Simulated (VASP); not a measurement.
A run of VASP 6.6.1:

INCAR

```
SYSTEM = Mo
PREC = Accurate
ENCUT = 520
EDIFF = 1E-6
ISMEAR = 0
SIGMA = 0.15
LREAL = .FALSE.
LASPH = .TRUE.
NELM = 100
ALGO = Fast
ISIF = 2
LWAVE = .FALSE.
LCHARG = .FALSE.
GGA = CA
NBANDS = 13
```

KPOINTS

```
regular mesh
0
G
  24 24 20
  0 0 0
```

The input POSCAR:

```
Mo
1.0
    2.9467392473      0.0000000000      0.0000000000
   -1.4733696237      2.5519510465      0.0000000000
    0.0000000000      0.0000000000      2.2019879758
Mo
1
Direct
    0.0000000000      0.0000000000      0.5000000000
```

Potentials or basis: VASP PAW LDA potentials, release 64 (Mo_sv).

Launch:

```bash
$ cat potpaw_LDA.64/Mo_sv/POTCAR > POTCAR
$ mpirun -np 1 vasp_std > vasp.out
```

Hardware: 1 thread of Intel(R) Xeon(R) 6975P-C (Granite Rapids), with other jobs on the host.

Q: How long does it take, and how much memory?

A: Run time: 31 s on 1 thread of Intel(R) Xeon(R) 6975P-C (Granite Rapids), on a shared host, peak memory 0.23 GiB. Counts: scf iterations 12, k points 671.
